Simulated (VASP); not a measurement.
A run of VASP 6.6.1 is set up as follows.

POSCAR

```
RbCl
1.0
    0.0000000000      3.3057264191      3.3057264191
    3.3057264191      0.0000000000      3.3057264191
    3.3057264191      3.3057264191      0.0000000000
Rb Cl
1 1
Direct
    0.0000000000      0.0000000000      0.0000000000
    0.5000000000      0.5000000000      0.5000000000
```

INCAR.step1

```
SYSTEM = RbCl
PREC = Accurate
ENCUT = 400
EDIFF = 1E-5
ISMEAR = 0
SIGMA = 0.01
LREAL = .False.
LASPH = .True.
NELM = 120
ALGO = Normal
ISIF = 2
LWAVE = .True.
LCHARG = .False.
NBANDS = 15
GGA = PE
GGA_COMPAT = .False.
```

The input INCAR.step2:

```
SYSTEM = RbCl
PREC = Accurate
ENCUT = 400
EDIFF = 1E-6
ISMEAR = 0
SIGMA = 0.01
LREAL = .False.
LASPH = .True.
NELM = 120
ALGO = Normal
ISIF = 2
LWAVE = .False.
LCHARG = .False.
GGA = PE
LHFCALC = .True.
AEXX = 0.25
PRECFOCK = Normal
NBANDS = 15
ISTART = 1
GGA_COMPAT = .False.
```

KPOINTS

```
Automatic mesh
0
Gamma
  4 4 4
  0 0 0
```

Potentials or basis: VASP PAW PBE potentials, release 64 (Rb_sv, Cl).

Run with:

```sh
$ cat potpaw_PBE.64/Rb_sv/POTCAR potpaw_PBE.64/Cl/POTCAR > POTCAR
$ cp INCAR.step1 INCAR
$ mpirun -np 1 vasp_std > vasp.out
$ cp INCAR.step2 INCAR
$ mpirun -np 1 vasp_std > vasp.out
```

What does it give for the pressure?

0.3 GPa.

Estimate the band gap on the k mesh.

7.00 eV.

Caveat: the PAW data sets were made with another functional, which shifts forces and pressure a little.
